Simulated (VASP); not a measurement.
# B4N3 (P-6m2) in VASP: notebook

B4N3 is run at these levels: PBE; tasks: single point, relaxation of cell and atoms.

All numbers are computed with VASP 6.6.1; they aren't measurements. Logs are shortened: lines on timing, memory, paths and dates and some standing lists are left out, and cuts for length are marked.

### Step 1. The cell of the first run

The structure is hexagonal, space group P-6m2 (No. 187). The conventional cell has a = 4.875 Å, b = 4.875 Å, c = 3.189 Å, α = 90.00°, β = 90.00°, γ = 120.00°. Within 1.9 Å of B (site symmetry mm2) lie 2 N at 1.44 Å. B (site symmetry -6m2) has 3 N at 1.40 Å within 1.9 Å. N (site symmetry mm2) has 3 B at 1.40 to 1.44 Å within 1.9 Å.

### Step 2. Single point, PBE

Contents of INCAR:

```
PREC = Accurate
ENCUT = 520
EDIFF = 1E-6
ISMEAR = 0
SIGMA = 0.2
LREAL = False
LASPH = True
NELM = 100
ALGO = Normal
ISIF = 2
LWAVE = False
LCHARG = False
GGA = PE
NBANDS = 22
```

Contents of KPOINTS:

```
regular mesh
0
Gamma
  4 4 5
```

Contents of POSCAR:

```
B4N3
1.0
    4.8750896201      0.0000000000      0.0000000000
   -2.4375448101      4.2219514567      0.0000000000
    0.0000000000      0.0000000000      3.1885442973
B N
4 3
Direct
    0.5080290079      0.0160580157      0.0000000000
   -0.0160580157      0.4919709921      0.0000000000
    0.5080290079      0.4919709921      0.0000000000
    0.0000000000      0.0000000000      0.0000000000
    0.1662083764      0.8337916236      0.0000000000
    0.6675832472      0.8337916236      0.0000000000
    0.1662083764      0.3324167528      0.0000000000
```

Potentials or basis: VASP PAW PBE potentials, release 64 (B, N).

On the command line:

```bash
cat potpaw_PBE.64/B/POTCAR potpaw_PBE.64/N/POTCAR > POTCAR
mpirun -np 1 vasp_std > vasp.out
```

OUTCAR:

```text
PREC = Accurate
   ENCUT = 520
   EDIFF = 1E-6
   ISMEAR = 0
   LREAL = False
   LASPH = True
   NELM = 100
   ISIF = 2
   GGA = PE

 ion  position               nearest neighbor table
   1  0.508  0.016  0.000-   6 1.44   5 1.44
   2  0.984  0.492  0.000-   7 1.44   5 1.44
   3  0.508  0.492  0.000-   6 1.44   7 1.44
   4  0.000  0.000  0.000-   7 1.40   6 1.40   5 1.40
   5  0.166  0.834  0.000-   4 1.40   2 1.44   1 1.44
   6  0.668  0.834  0.000-   4 1.40   1 1.44   3 1.44
   7  0.166  0.332  0.000-   4 1.40   2 1.44   3 1.44

  LATTYP: Found a hexagonal cell.
 ALAT       =     4.8750896201
 C/A-ratio  =     0.6540483449

  Lattice vectors:

 A1 = (   4.8750896201,   0.0000000000,   0.0000000000)
 A2 = (  -2.4375448101,   4.2219514567,   0.0000000000)
 A3 = (   0.0000000000,   0.0000000000,   3.1885442973)

Analysis of symmetry for initial positions (statically):
=====================================================================
 Subroutine PRICEL returns:
 Original cell was already a primitive cell.

 Routine SETGRP: Setting up the symmetry group for a
 hexagonal supercell.

 Subroutine GETGRP returns: Found 12 space group operations
 (whereof 12 operations were pure point group operations)
 out of a pool of 24 trial point group operations.

The static configuration has the point symmetry D_3h.

Analysis of symmetry for dynamics (positions and initial velocities):
=====================================================================
 Subroutine PRICEL returns:
 Original cell was already a primitive cell.

 Routine SETGRP: Setting up the symmetry group for a
 hexagonal supercell.

 Subroutine GETGRP returns: Found 12 space group operations
 (whereof 12 operations were pure point group operations)
 out of a pool of 24 trial point group operations.

The dynamic configuration has the point symmetry D_3h.

 Subroutine INISYM returns: Found 12 space group operations
 (whereof 12 operations are pure point group operations),
 and found     1 'primitive' translations

----------------------------------------------------------------------------------------

                                     Primitive cell

  volume of cell :      65.6279

[... 84 lines left out ...]
   NELM   =    100;   NELMIN=  2; NELMDL= -5     # of ELM steps
   EDIFF  = 0.1E-05   stopping-criterion for ELM
   LREAL  =      F    real-space projection
   EDIFFG = 0.1E-04   stopping-criterion for IOM
   NSW    =      0    number of steps for IOM
   IBRION =     -1    ionic relax: 0-MD 1-quasi-New 2-CG
   NFREE  =      0    steps in history (QN), initial steepest desc. (CG)
   ISIF   =      2    stress and relaxation
   ISYM   =      2    0-nonsym 1-usesym 2-fastsym
   POTIM  = 0.5000    time-step for ionic-motion
   TEBEG  =    0.0;   TEEND  =   0.0 temperature during run
   PSTRESS=    0.0 pullay stress
   NELECT =      27.0000    total number of electrons
   NUPDOWN=      -1.0000    fix difference up-down
   EMIN   =  10.00;   EMAX   =-10.00  energy-range for DOS
   EFERMI =   0.00;   METHOD = LEGACY
   ISMEAR =     0;   SIGMA  =   0.20  broadening in eV -4-tet -1-fermi 0-gaus
   EFERMI_NEDOS =   21; number of points for ismear=-14 and -15
   IALGO  =     38    algorithm
   IMIX   =      4    mixing-type and parameters
     AMIX     =   0.40;   BMIX     =  1.00
     AMIX_MAG =   1.60;   BMIX_MAG =  1.00
  volume/ion in A,a.u.               =       9.38        63.27
  Fermi-wavevector in a.u.,A,eV,Ry     =   1.217587  2.300906 20.170882  1.482518
  Thomas-Fermi vector in A             =   2.352902
   LORBIT       =      0    0 simple, 1 ext, 2 COOP (PROOUT), +10 PAW based schemes
   GGA     = PE    functional components
   LHFCALC =     F    Hartree Fock is set to
   AEXX    =    0.0000 exact exchange contribution
   IVDW    =     0    specifies the selected vdW correction
   LEPSILON=     F    determine dielectric tensor
   LRPA    =     F    only Hartree local field effects (RPA)
 non-spin polarized calculation
 Gauss-broadening in eV      SIGMA  =   0.20
  energy-cutoff  :      520.00
  volume of cell :       65.63
 maximum number of plane-waves:      1775
   NGX = 19   NGY = 19   NGZ = 11

 number of electron      27.0000003 magnetization

 Free energy of the ion-electron system (eV)
  ---------------------------------------------------
  ext. energy  EPLUGINS =         0.00000000
  ---------------------------------------------------
  free energy    TOTEN  =       -54.79464030 eV

  energy without entropy =      -54.78042383  energy(sigma->0) =      -54.78753207

 E-fermi :   5.2617     XC(G=0): -10.1871

 val. band max:        5.2069434727   @ k =   0.5000   0.0000   0.2000
 cond. band min:       5.4001558431   @ k =   0.2500   0.2500   0.0000
 fundamental gap:      0.1932123705
 Fermi energy:         5.2617120054

 k-point     1 :       0.0000    0.0000    0.0000
  band No.  band energies     occupation
      1     -15.6409      2.00000
      2     -12.7792      2.00000
      3     -12.7792      2.00000
      4      -7.1317      2.00000
      5      -6.2780      2.00000
      6      -6.2780      2.00000
[... 289 lines left out ...]
     21      14.8726      0.00000
     22      15.3940      0.00000

------------------------ aborting loop because EDIFF is reached ----------------------------------------

  FORCE on cell =-STRESS in cart. coord.  units (eV):
  Direction    XX          YY          ZZ          XY          YZ          ZX
  --------------------------------------------------------------------------------------
  -------------------------------------------------------------------------------------
  Total        0.0578347      0.0578347      0.1140275     -0.0000000      0.0000000     -0.0000000
  in kB        1.4119223      1.4119223      2.7837600     -0.0000000      0.0000000     -0.0000000
  external PRESSURE =       1.8692015 kB  Pullay stress =       0.0000000 kB

 VOLUME and BASIS-vectors are now :
 -----------------------------------------------------------------------------
  energy-cutoff  :      520.00
  volume of cell :       65.63
      direct lattice vectors                 reciprocal lattice vectors
     4.875089620  0.000000000  0.000000000     0.205124434  0.118428647  0.000000000
    -2.437544810  4.221951457  0.000000000     0.000000000  0.236857295  0.000000000
     0.000000000  0.000000000  3.188544297     0.000000000  0.000000000  0.313622740

 POSITION                                       TOTAL-FORCE (eV/Angst)
 -----------------------------------------------------------------------------------
      2.43754      0.06780      0.00000        -0.000000      0.010385     -0.000000
      3.59760      2.07708      0.00000        -0.008994     -0.005193      0.000000
      1.27749      2.07708      0.00000         0.008994     -0.005193      0.000000
      0.00000      0.00000      0.00000        -0.000000     -0.000000     -0.000000
     -1.22212      3.52023      0.00000        -0.005826      0.003363     -0.000000
      1.22212      3.52023      0.00000         0.005826      0.003363     -0.000000
     -0.00000      1.40345      0.00000         0.000000     -0.006727     -0.000000
 -----------------------------------------------------------------------------------
    total drift:                               -0.000002      0.000001     -0.000000

  FREE ENERGIE OF THE ION-ELECTRON SYSTEM (eV)
  ---------------------------------------------------
  free  energy   TOTEN  =       -54.7946403050 eV

  energy  without entropy=      -54.7804238277  energy(sigma->0) =      -54.78753207
```

Run time: 11 s. Hardware: 1 thread of Intel Xeon Platinum 8488C (Sapphire Rapids), shared host; peak memory 0.16 GiB.

Results:

| Item | Value |
| --- | --- |
| Free energy | -54.7946 eV |
| Pressure | 0.2 GPa |
| Largest force | 0.010 eV/Å |

Forces on the atoms (eV/Å):
```
B    0.000  0.010  0.000
B   -0.009 -0.005  0.000
B    0.009 -0.005  0.000
B    0.000  0.000  0.000
N   -0.006  0.003  0.000
N    0.006  0.003  0.000
N    0.000 -0.007  0.000
```

Stress tensor (GPa, compression positive):
```
0.14 0.00 0.00
0.00 0.14 0.00
0.00 0.00 0.28
```

Levels at points of the mesh, in eV from the Fermi level:
| k point | band 11 | band 12 | band 13 | band 14 | band 15 | band 16 |
| --- | --- | --- | --- | --- | --- | --- |
| (0.00, 0.00, 0.00) | -5.72 | -3.29 | -3.29 | 2.45 | 2.77 | 2.77 |
| (0.50, 0.00, 0.00) | -5.13 | -4.92 | -3.44 | -0.42 | 1.66 | 1.79 |

Caveat: the k points lie up to 0.39 Å⁻¹ apart; this functional lacks dispersion, which binds the layers, so the pressure and a relaxed spacing across them are unreliable.

### Step 3. Single point, PBE

This run uses another cell than the first one, of 9.49 Å³/atom, 1.013 times its volume.

Contents of INCAR:

```
SYSTEM = B4N3
  ALGO = Normal
  EDIFF = 1E-7
  ENCUT = 520
  GGA = PE
  ISIF = 2
  ISMEAR = 0
  LASPH = .True.
  LCHARG = .False.
  LREAL = .False.
  LWAVE = .False.
  NBANDS = 22
  NELM = 80
  PREC = Accurate
  SIGMA = 0.2
```

Contents of KPOINTS:

```
k-points
0
Gamma
  6 6 6
  0 0 0
```

Contents of POSCAR:

```
B4N3
1.0
    0.0000000000      0.0000000000      3.2553016939
    4.8550374129      0.0000000000      0.0000000000
   -2.4275187065      4.2045857359      0.0000000000
B N
4 3
Direct
    0.0000000000      0.5093135203      0.0186270406
    0.0000000000      0.9813729594      0.4906864797
    0.0000000000      0.5093135203      0.4906864797
    0.0000000000      0.0000000000      1.0000000000
    0.0000000000      0.1662105039      0.8337894961
    0.0000000000      0.6675789923      0.8337894961
    0.0000000000      0.1662105039      0.3324210077
```

Potentials or basis: VASP PAW PBE potentials, release 64 (B, N).

On the command line:

```bash
cat potpaw_PBE.64/B/POTCAR potpaw_PBE.64/N/POTCAR > POTCAR
mpirun -np 1 vasp_std > vasp.out
```

Wall time 20 s (1 thread of Intel Xeon Platinum 8488C (Sapphire Rapids), shared host); peak memory 0.18 GiB.

The run converged. Its results:

```yaml
Free_energy: -54.8017 eV
Pressure: -0.1 GPa
Largest_force: 0.026 eV/Å
```

Forces in eV/Å, atoms in the order of the input:
```
B    0.000  0.026  0.000
B   -0.022 -0.013  0.000
B    0.022 -0.013  0.000
B    0.000  0.000  0.000
N   -0.007  0.004  0.000
N    0.007  0.004  0.000
N    0.000 -0.008  0.000
```

Stress tensor (GPa, compression positive):
```
 0.00  0.00  0.00
 0.00  0.00  0.00
 0.00  0.00 -0.26
```

Levels at points of the mesh, in eV from the Fermi level:
```tsv
k point	band 9	band 10	band 11	band 12	band 13	band 14	band 15	band 16	band 17	band 18
(0.00, 0.00, 0.00)	-6.67	-5.38	-5.38	-3.08	-3.08	2.55	3.10	3.10	3.38	3.72
(0.50, 0.00, 0.00)	-6.47	-5.30	-5.30	-4.43	-4.43	-0.42	0.86	0.86	3.23	3.95
(0.00, 0.50, 0.00)	-5.68	-5.66	-5.01	-4.77	-3.24	-0.11	1.80	1.98	4.45	4.95
(0.50, 0.50, 0.00)	-7.72	-6.82	-5.60	-4.76	-4.44	-1.56	0.93	2.19	2.89	3.41
```

Caveat: this functional lacks dispersion, which binds the layers, so the pressure and a relaxed spacing across them are unreliable.

### Step 4. Relaxation of cell and atoms, PBE

This run uses another cell than the first one, of 9.21 Å³/atom, 0.982 times its volume.

Contents of INCAR:

```
SYSTEM = B4N3
  PREC = Accurate
  ENCUT = 600
  EDIFF = 1E-6
  ISMEAR = 0
  SIGMA = 0.2
  LREAL = .FALSE.
  LASPH = .TRUE.
  NELM = 60
  ALGO = Normal
  ISIF = 3
  LWAVE = .FALSE.
  LCHARG = .FALSE.
  GGA = PE
  IBRION = 2
  NSW = 36
  EDIFFG = -0.08
```

Contents of KPOINTS:

```
regular mesh
0
G
  4 4 5
  0 0 0
```

Contents of POSCAR:

```
B4N3
1.0
    4.9000000000      0.0000000000      0.0000000000
   -2.4500000000      4.2435244800      0.0000000000
    0.0000000000      0.0000000000      3.1000000000
B N
4 3
Direct
    0.5000000000      0.0000000000      0.0000000000
    0.0000000000      0.5000000000      0.0000000000
    0.5000000000      0.5000000000      0.0000000000
    0.0000000000      0.0000000000      0.0000000000
    0.1666700000      0.8333300000      0.0000000000
    0.6666600000      0.8333300000      0.0000000000
    0.1666700000      0.3333400000      0.0000000000
```

On the command line:

```bash
cat potpaw_PBE.64/B/POTCAR potpaw_PBE.64/N/POTCAR > POTCAR
mpirun -np 1 vasp_std > vasp.out
```

Wall time 61 s (1 thread of Intel Xeon Platinum 8488C (Sapphire Rapids), shared host); peak memory 0.2 GiB.

It converged, with:

- Free energy: -54.7975 eV
- Relaxed volume: 9.20 Å³/atom
- Relaxed cell: a = 4.872 Å, b = 4.872 Å, c = 3.132 Å, α = 90.00°, β = 90.00°, γ = 120.00°
- Space group after relaxing (to 0.05 Å): P-6m2 (No. 187)
- Energy gained by relaxing: 24.1 meV/atom
- Ionic steps: 7
- Pressure after relaxing: 0.7 GPa
- Largest force after relaxing: 0.036 eV/Å

Forces on the atoms (eV/Å):
```
B    0.000 -0.014  0.000
B    0.012  0.007  0.000
B   -0.012  0.007  0.000
B    0.000  0.000  0.000
N    0.032 -0.018  0.000
N   -0.032 -0.018  0.000
N    0.000  0.036  0.000
```

Stress tensor (GPa, compression positive):
```
0.33 0.00 0.00
0.00 0.33 0.00
0.00 0.00 1.36
```

Step by step:
```csv
step,energy change (eV),largest force (eV/Å),pressure (GPa),volume (Å³)
1,0.0000,1.7015,5.35,64.46
2,0.1601,1.4822,-14.10,67.36
3,-0.1081,0.4127,-3.01,65.54
4,-0.1647,0.1764,-0.83,64.64
5,-0.1656,0.2543,-0.50,64.50
6,-0.1593,0.5726,2.81,64.15
7,-0.1686,0.0364,0.67,64.38
```

Final structure:
```yaml
crystal:
  lattice:
    - [4.87187, 0.00000, 0.00000]
    - [-2.43593, 4.21916, 0.00000]
    - [0.00000, 0.00000, 3.13195]
  atoms:
    - { symbol: B, position: [0.50820, 0.01641, 0.00000] }
    - { symbol: B, position: [0.98359, 0.49180, 0.00000] }
    - { symbol: B, position: [0.50820, 0.49180, 0.00000] }
    - { symbol: B, position: [0.00000, 0.00000, 0.00000] }
    - { symbol: N, position: [0.16617, 0.83383, 0.00000] }
    - { symbol: N, position: [0.66767, 0.83383, 0.00000] }
    - { symbol: N, position: [0.16617, 0.33233, 0.00000] }
```

Levels at points of the mesh, in eV from the Fermi level:
| k point | band 10 | band 11 | band 12 | band 13 | band 14 | band 15 | band 16 | band 17 |
| --- | --- | --- | --- | --- | --- | --- | --- | --- |
| (0.00, 0.00, 0.00) | -5.70 | -5.70 | -3.19 | -3.19 | 2.62 | 2.77 | 2.77 | 3.42 |
| (0.50, 0.00, 0.00) | -5.69 | -5.16 | -4.79 | -3.33 | -0.44 | 1.65 | 1.97 | 4.45 |

Caveat: the k points lie up to 0.40 Å⁻¹ apart in the final cell; this functional lacks dispersion, which binds the layers, so the pressure and a relaxed spacing across them are unreliable; the relaxation stopped at a loose force limit of 0.08 eV/Å, so its end isn't a converged minimum.

### Step 5. Single point, PBE

This run uses another cell than the first one, of 9.49 Å³/atom, 1.013 times its volume.

Contents of INCAR:

```
SYSTEM = B4N3
PREC     = Accurate       ! precision mode
ENCUT    = 520            ! plane-wave cutoff, eV
EDIFF    = 1E-6           ! SCF threshold, eV
ISMEAR   = 0              ! smearing method
SIGMA    = 0.1            ! smearing width, eV
LREAL    = .FALSE.        ! projectors in reciprocal space
LASPH    = .TRUE.         ! aspherical terms in the spheres
NELM     = 100            ! most SCF steps
ALGO     = Normal         ! electronic algorithm
ISIF     = 2              ! what is computed and relaxed
LWAVE    = .FALSE.        ! write WAVECAR
LCHARG   = .FALSE.        ! write CHGCAR
GGA      = PE             ! functional
NBANDS   = 22             ! bands
```

Contents of KPOINTS:

```
Automatic mesh
0
G
  6 6 10
  0 0 0
```

Contents of POSCAR:

```
B4N3
1.0
    4.8550374129      0.0000000000      0.0000000000
   -2.4275187065      4.2045857359      0.0000000000
    0.0000000000      0.0000000000      3.2553016939
B N
4 3
Direct
    0.5093135203      0.0186270406      0.0000000000
    0.9813729594      0.4906864797      0.0000000000
    0.5093135203      0.4906864797      0.0000000000
    0.0000000000      0.0000000000      0.0000000000
    0.1662105039      0.8337894961      0.0000000000
    0.6675789923      0.8337894961      0.0000000000
    0.1662105039      0.3324210077      0.0000000000
```

On the command line:

```bash
cat potpaw_PBE.64/B/POTCAR potpaw_PBE.64/N/POTCAR > POTCAR
mpirun -np 1 vasp_std > vasp.out
```

Wall time 32 s (1 thread of Intel Xeon Platinum 8488C (Sapphire Rapids), shared host); peak memory 0.19 GiB.

Results (log left out):

| Property | Result |
| --- | --- |
| Free energy | -54.7773 eV |
| Pressure | 0.1 GPa |
| Largest force | 0.013 eV/Å |

Forces on the atoms (eV/Å):
```
B    0.000  0.013  0.000
B   -0.011 -0.006  0.000
B    0.011 -0.006  0.000
B    0.000  0.000  0.000
N   -0.006  0.004  0.000
N    0.006  0.004  0.000
N    0.000 -0.007  0.000
```

Stress tensor (GPa, compression positive):
```
 0.15  0.00  0.00
 0.00  0.15  0.00
 0.00  0.00 -0.12
```

Levels at points of the mesh, in eV from the Fermi level:
```tsv
k point	band 9	band 10	band 11	band 12	band 13	band 14	band 15	band 16	band 17	band 18
(0.00, 0.00, 0.00)	-6.73	-5.44	-5.44	-3.14	-3.14	2.49	3.04	3.04	3.32	3.66
(0.50, 0.00, 0.00)	-5.74	-5.72	-5.06	-4.83	-3.30	-0.17	1.74	1.92	4.39	4.89
(0.00, 0.00, 0.50)	-6.52	-5.36	-5.36	-4.49	-4.49	-0.48	0.80	0.80	3.17	3.90
(0.50, 0.00, 0.50)	-7.78	-6.88	-5.66	-4.82	-4.50	-1.62	0.88	2.13	2.83	3.35
```

Caveat: this functional lacks dispersion, which binds the layers, so the pressure and a relaxed spacing across them are unreliable.

### Step 6. The runs side by side

| task | cell | k mesh | cutoff (eV) | smearing | gap on the mesh (eV) | pressure (GPa) | largest force (eV/Å) |
| --- | --- | --- | --- | --- | --- | --- | --- |
| single point | a = 4.875, b = 4.875, c = 3.189 Å, angles 90.0, 90.0, 120.0°, 7 atoms | 4 × 4 × 5 | 520 | gaussian 0.2 eV | none | 0.2 | 0.01 |
| single point | a = 3.255, b = 4.855, c = 4.855 Å, angles 120.0, 90.0, 90.0°, 7 atoms | 6 × 6 × 6 | 520 | gaussian 0.2 eV | none | -0.1 | 0.03 |
| relaxation of cell and atoms | relaxed from a = 4.900, b = 4.900, c = 3.100 Å, angles 90.0, 90.0, 120.0°, 7 atoms | 4 × 4 × 5 | 600 | gaussian 0.2 eV | none | 0.7 | 0.04 |
| single point | a = 4.855, b = 4.855, c = 3.255 Å, angles 90.0, 90.0, 120.0°, 7 atoms | 6 × 6 × 10 | 520 | gaussian 0.1 eV | none | 0.1 | 0.01 |

Alike in all rows: level PBE; potentials or basis VASP PAW PBE potentials, release 64 (B, N); no spin polarisation.

Caveats: some runs use coarse meshes; this functional lacks dispersion, which binds the layers, so the pressure and a relaxed spacing across them are unreliable; the relaxation stopped at a loose force limit of 0.08 eV/Å, so its end isn't a converged minimum (some runs).

Total energies depend on the potentials used, so only differences within one code and one set of settings carry meaning.
